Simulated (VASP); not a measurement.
# PbSe (Clausthalite) (Fm-3m) in VASP: single point with PBEsol

Aim: the single point of PbSe (Clausthalite) with PBEsol.

Program: VASP 6.6.1. These are calculated values, not measurements. Logs are shortened: lines on timing, memory, paths and dates and some standing lists are left out, and cuts for length are marked.

## (1) The cell of the first run

Symmetry: Fm-3m, No. 225, cubic system. Conventional cell: a = 6.121 Å, b = 6.121 Å, c = 6.121 Å, α = 90.00°, β = 90.00°, γ = 90.00°. Pb (site symmetry m-3m) has 6 Se at 3.06 Å within 4.0 Å. Se (site symmetry m-3m) has 6 Pb at 3.06 Å within 4.0 Å.

## (2) Single point, PBEsol

INCAR reads:

```
  PREC = Accurate
  ENCUT = 500
  EDIFF = 1E-6
  ISMEAR = -1
  SIGMA = 0.1
  LREAL = F
  LASPH = T
  NELM = 120
  ALGO = Normal
  ISIF = 2
  LWAVE = F
  LCHARG = T
  GGA = PS
  LELF = T
  LVHAR = T
  NBANDS = 17
  GGA_COMPAT = F
```

KPOINTS reads:

```
Automatic mesh
0
Gamma
  5 5 5
```

POSCAR reads:

```
PbSe
1.0
    0.0000000000      3.0606500000      3.0606500000
    3.0606500000      0.0000000000      3.0606500000
    3.0606500000      3.0606500000      0.0000000000
Pb Se
1 1
Direct
    0.0000000000      0.0000000000      0.0000000000
    0.5000000000      0.5000000000      0.5000000000
```

Potentials or basis: VASP PAW PBE potentials, release 64 (Pb_d, Se).

On the command line:

```bash
cat potpaw_PBE.64/Pb_d/POTCAR potpaw_PBE.64/Se/POTCAR > POTCAR
mpirun -np 1 vasp_std > vasp.out
```

OUTCAR:

```text
PREC = Accurate
   ENCUT = 500
   EDIFF = 1E-6
   ISMEAR = -1
   LREAL = F
   LASPH = T
   NELM = 120
   ISIF = 2
   GGA = PS

 ion  position               nearest neighbor table
   1  0.000  0.000  0.000-   2 3.06   2 3.06   2 3.06   2 3.06   2 3.06   2 3.06
   2  0.500  0.500  0.500-   1 3.06   1 3.06   1 3.06   1 3.06   1 3.06   1 3.06

  LATTYP: Found a face centered cubic cell.
 ALAT       =     6.1213000000

  Lattice vectors:

 A1 = (   0.0000000000,   3.0606500000,   3.0606500000)
 A2 = (   3.0606500000,   0.0000000000,   3.0606500000)
 A3 = (   3.0606500000,   3.0606500000,   0.0000000000)

Analysis of symmetry for initial positions (statically):
=====================================================================
 Subroutine PRICEL returns:
 Original cell was already a primitive cell.

 Routine SETGRP: Setting up the symmetry group for a
 face centered cubic supercell.

 Subroutine GETGRP returns: Found 48 space group operations
 (whereof 48 operations were pure point group operations)
 out of a pool of 48 trial point group operations.

The static configuration has the point symmetry O_h .

Analysis of symmetry for dynamics (positions and initial velocities):
=====================================================================
 Subroutine PRICEL returns:
 Original cell was already a primitive cell.

 Routine SETGRP: Setting up the symmetry group for a
 face centered cubic supercell.

 Subroutine GETGRP returns: Found 48 space group operations
 (whereof 48 operations were pure point group operations)
 out of a pool of 48 trial point group operations.

The dynamic configuration has the point symmetry O_h .

 Subroutine INISYM returns: Found 48 space group operations
 (whereof 48 operations are pure point group operations),
 and found     1 'primitive' translations

----------------------------------------------------------------------------------------

                                     Primitive cell

  volume of cell :      57.3418

  direct lattice vectors                    reciprocal lattice vectors
     0.000000000  3.060650000  3.060650000    -0.163363991  0.163363991  0.163363991
     3.060650000  0.000000000  3.060650000     0.163363991 -0.163363991  0.163363991
     3.060650000  3.060650000  0.000000000     0.163363991  0.163363991 -0.163363991

  length of vectors
     4.328412740  4.328412740  4.328412740     0.282954733  0.282954733  0.282954733

  position of ions in fractional coordinates (direct lattice)
     0.000000000  0.000000000  0.000000000
     0.500000000  0.500000000  0.500000000

  ion indices of the primitive-cell ions
   primitive index   ion index
                 1           1
                 2           2

----------------------------------------------------------------------------------------

 KPOINTS: Automatic mesh

Automatic generation of k-mesh.
 Grid dimensions read from file:
 generate k-points for:    5    5    5

 Generating k-lattice:

  Cartesian coordinates                     Fractional coordinates (reciprocal lattice)
    -0.032672798  0.032672798  0.032672798     0.200000000  0.000000000  0.000000000
     0.032672798 -0.032672798  0.032672798     0.000000000  0.200000000  0.000000000
     0.032672798  0.032672798 -0.032672798     0.000000000  0.000000000  0.200000000

  Length of vectors
     0.056590947  0.056590947  0.056590947

  Shift w.r.t. Gamma in fractional coordinates (k-lattice)
     0.000000000  0.000000000  0.000000000

 Subroutine IBZKPT returns following result:
 ===========================================

 Found     10 irreducible k-points:

 Following reciprocal coordinates:
            Coordinates               Weight
  0.000000  0.000000  0.000000      1.000000
  0.200000  0.000000  0.000000      8.000000
  0.400000  0.000000  0.000000      8.000000
  0.200000  0.200000  0.000000      6.000000
  0.400000  0.200000  0.000000     24.000000
 -0.400000  0.200000  0.000000     24.000000
 -0.200000  0.200000  0.000000     12.000000
  0.400000  0.400000  0.000000      6.000000
 -0.400000  0.400000  0.000000     12.000000
 -0.400000  0.400000  0.200000     24.000000
   k-points           NKPTS =     10   k-points in BZ     NKDIM =     10   number of bands    NBANDS=     17
   number of dos      NEDOS =    301   number of ions     NIONS =      2
   total plane-waves  NPLWV =  32768
   dimension x,y,z NGX =    32 NGY =   32 NGZ =   32
   dimension x,y,z NGXF=    64 NGYF=   64 NGZF=   64
   ions per type =               1   1
   NGX,Y,Z   is equivalent  to a cutoff of  12.29, 12.29, 12.29 a.u.
   NGXF,Y,Z  is equivalent  to a cutoff of  24.58, 24.58, 24.58 a.u.
 SYSTEM =  unknown system
   PREC   = accura    normal or accurate (medium, high low for compatibility)
   ISTART =      0    job   : 0-new  1-cont  2-samecut
   ICHARG =      2    charge: 1-file 2-atom 10-const
   ISPIN  =      1    spin polarized calculation?
   LNONCOLLINEAR =      F non collinear calculations
   LSORBIT =      F    spin-orbit coupling
   LASPH  =      T    aspherical Exc in radial PAW
   ENCUT  =  500.0 eV  36.75 Ry    6.06 a.u.   7.89  7.89  7.89*2*pi/ulx,y,z
   NELM   =    120;   NELMIN=  2; NELMDL= -5     # of ELM steps
   EDIFF  = 0.1E-05   stopping-criterion for ELM
   LREAL  =      F    real-space projection
   EDIFFG = 0.1E-04   stopping-criterion for IOM
   NSW    =      0    number of steps for IOM
   IBRION =     -1    ionic relax: 0-MD 1-quasi-New 2-CG
   NFREE  =      0    steps in history (QN), initial steepest desc. (CG)
   ISIF   =      2    stress and relaxation
   ISYM   =      2    0-nonsym 1-usesym 2-fastsym
   POTIM  = 0.5000    time-step for ionic-motion
   TEBEG  =    0.0;   TEEND  =   0.0 temperature during run
   PSTRESS=    0.0 pullay stress
   NELECT =      20.0000    total number of electrons
   NUPDOWN=      -1.0000    fix difference up-down
   EMIN   =  10.00;   EMAX   =-10.00  energy-range for DOS
   EFERMI =   0.00;   METHOD = LEGACY
   ISMEAR =    -1;   SIGMA  =   0.10  broadening in eV -4-tet -1-fermi 0-gaus
   EFERMI_NEDOS =   21; number of points for ismear=-14 and -15
   IALGO  =     38    algorithm
   IMIX   =      4    mixing-type and parameters
     AMIX     =   0.40;   BMIX     =  1.00
     AMIX_MAG =   1.60;   BMIX_MAG =  1.00
  volume/ion in A,a.u.               =      28.67       193.48
  Fermi-wavevector in a.u.,A,eV,Ry     =   1.152377  2.177676 18.068159  1.327972
  Thomas-Fermi vector in A             =   2.289028
   LORBIT       =      0    0 simple, 1 ext, 2 COOP (PROOUT), +10 PAW based schemes
   GGA     = PS    functional components
   LHFCALC =     F    Hartree Fock is set to
   AEXX    =    0.0000 exact exchange contribution
   IVDW    =     0    specifies the selected vdW correction
   LEPSILON=     F    determine dielectric tensor
   LRPA    =     F    only Hartree local field effects (RPA)
 non-spin polarized calculation
  energy-cutoff  :      500.00
  volume of cell :       57.34
 maximum number of plane-waves:      1476
   NGX = 15   NGY = 15   NGZ = 15

 number of electron      20.0000000 magnetization

 Free energy of the ion-electron system (eV)
  ---------------------------------------------------
  ext. energy  EPLUGINS =         0.00000000
  ---------------------------------------------------
  free energy    TOTEN  =        -8.93012077 eV

  energy without entropy =       -8.92918595  energy(sigma->0) =       -8.92965336

 E-fermi :   5.1234     XC(G=0):  -9.7227

 val. band max:        4.5121557933   @ k =  -0.2000   0.2000   0.0000
 cond. band min:       5.6506977666   @ k =   0.4000   0.0000   0.0000
 fundamental gap:      1.1385419733
 Fermi energy:         5.1234250293

 k-point     1 :       0.0000    0.0000    0.0000
  band No.  band energies     occupation
      1     -11.8425      2.00000
      2     -11.8425      2.00000
      3     -11.8425      2.00000
      4     -11.8413      2.00000
      5     -11.8413      2.00000
      6      -8.7035      2.00000
[... 9 lines left out ...]
     16      11.3557      0.00000
     17      12.9100      0.00000

 k-point     2 :       0.2000    0.0000    0.0000
  band No.  band energies     occupation
      1     -11.8501      2.00000
      2     -11.8501      2.00000
      3     -11.8412      2.00000
      4     -11.8306      2.00000
      5     -11.8306      2.00000
      6      -8.4081      2.00000
[... 9 lines left out ...]
     16      12.1655      0.00000
     17      15.1920      0.00000

 k-point     3 :       0.4000    0.0000    0.0000
  band No.  band energies     occupation
      1     -11.8640      2.00000
      2     -11.8640      2.00000
      3     -11.8399      2.00000
      4     -11.8118      2.00000
      5     -11.8118      2.00000
      6      -7.7721      2.00000
[... 9 lines left out ...]
     16      14.1673      0.00000
     17      15.9622      0.00000

 k-point     4 :       0.2000    0.2000    0.0000
  band No.  band energies     occupation
      1     -11.8715      2.00000
      2     -11.8490      2.00000
      3     -11.8346      2.00000
      4     -11.8273      2.00000
      5     -11.8273      2.00000
      6      -8.2999      2.00000
[... 9 lines left out ...]
     16      13.5417      0.00000
     17      13.9498      0.00000

 k-point     5 :       0.4000    0.2000    0.0000
  band No.  band energies     occupation
      1     -11.8985      2.00000
      2     -11.8458      2.00000
      3     -11.8430      2.00000
      4     -11.8171      2.00000
      5     -11.8086      2.00000
      6      -7.7508      2.00000
[... 9 lines left out ...]
     16      15.2182      0.00000
     17      15.9745      0.00000

 k-point     6 :      -0.4000    0.2000    0.0000
  band No.  band energies     occupation
      1     -11.8932      2.00000
      2     -11.8550      2.00000
      3     -11.8328      2.00000
      4     -11.8187      2.00000
      5     -11.8094      2.00000
      6      -7.4734      2.00000
[... 9 lines left out ...]
     16      14.1347      0.00000
     17      16.4799      0.00000

 k-point     7 :      -0.2000    0.2000    0.0000
  band No.  band energies     occupation
      1     -11.8644      2.00000
      2     -11.8566      2.00000
      3     -11.8374      2.00000
      4     -11.8257      2.00000
      5     -11.8190      2.00000
      6      -7.9746      2.00000
[... 9 lines left out ...]
     16      14.3589      0.00000
     17      15.0269      0.00000

 k-point     8 :       0.4000    0.4000    0.0000
  band No.  band energies     occupation
      1     -11.9555      2.00000
      2     -11.8594      2.00000
      3     -11.8236      2.00000
      4     -11.8013      2.00000
      5     -11.8013      2.00000
      6      -7.4331      2.00000
[... 9 lines left out ...]
     16      15.8501      0.00000
     17      17.1246      0.00000

 k-point     9 :      -0.4000    0.4000    0.0000
  band No.  band energies     occupation
      1     -11.9502      2.00000
      2     -11.8502      2.00000
      3     -11.8322      2.00000
      4     -11.8053      2.00000
      5     -11.8007      2.00000
      6      -7.2484      2.00000
[... 9 lines left out ...]
     16      15.6243      0.00000
     17      17.5392      0.00000

 k-point    10 :      -0.4000    0.4000    0.2000
  band No.  band energies     occupation
      1     -11.9256      2.00000
      2     -11.8432      2.00000
      3     -11.8389      2.00000
      4     -11.8184      2.00000
      5     -11.8015      2.00000
      6      -7.3412      2.00000
[... 9 lines left out ...]
     16      16.1645      0.00000
     17      16.2571      0.00000

------------------------ aborting loop because EDIFF is reached ----------------------------------------

  FORCE on cell =-STRESS in cart. coord.  units (eV):
  Direction    XX          YY          ZZ          XY          YZ          ZX
  --------------------------------------------------------------------------------------
  -------------------------------------------------------------------------------------
  Total       -0.2448083     -0.2448083     -0.2448083      0.0000000     -0.0000000     -0.0000000
  in kB       -6.8401517     -6.8401517     -6.8401517      0.0000000     -0.0000000     -0.0000000
  external PRESSURE =      -6.8401517 kB  Pullay stress =       0.0000000 kB

 VOLUME and BASIS-vectors are now :
 -----------------------------------------------------------------------------
  energy-cutoff  :      500.00
  volume of cell :       57.34
      direct lattice vectors                 reciprocal lattice vectors
     0.000000000  3.060650000  3.060650000    -0.163363991  0.163363991  0.163363991
     3.060650000  0.000000000  3.060650000     0.163363991 -0.163363991  0.163363991
     3.060650000  3.060650000  0.000000000     0.163363991  0.163363991 -0.163363991

 POSITION                                       TOTAL-FORCE (eV/Angst)
 -----------------------------------------------------------------------------------
      0.00000      0.00000      0.00000         0.000000      0.000000     -0.000000
      3.06065      3.06065      3.06065         0.000000     -0.000000      0.000000
 -----------------------------------------------------------------------------------
    total drift:                                0.000000     -0.000000     -0.000000

  FREE ENERGIE OF THE ION-ELECTRON SYSTEM (eV)
  ---------------------------------------------------
  free  energy   TOTEN  =        -8.9301207704 eV

  energy  without entropy=       -8.9291859476  energy(sigma->0) =       -8.92965336
```

Run time: 17 s. Hardware: 1 thread of Intel Xeon Platinum 8375C at 2.90GHz (Ice Lake), shared host; peak memory 0.17 GiB.

What came out:

* Free energy: -8.9301 eV
* Pressure: -0.7 GPa

Caveat: this odd mesh misses L, where the gap lies, so gap, dielectric constants and Born charges aren't listed; the PAW data sets were made with another functional, which shifts forces and pressure a little; spin-orbit coupling is left out, which moves the levels of the heavy elements.
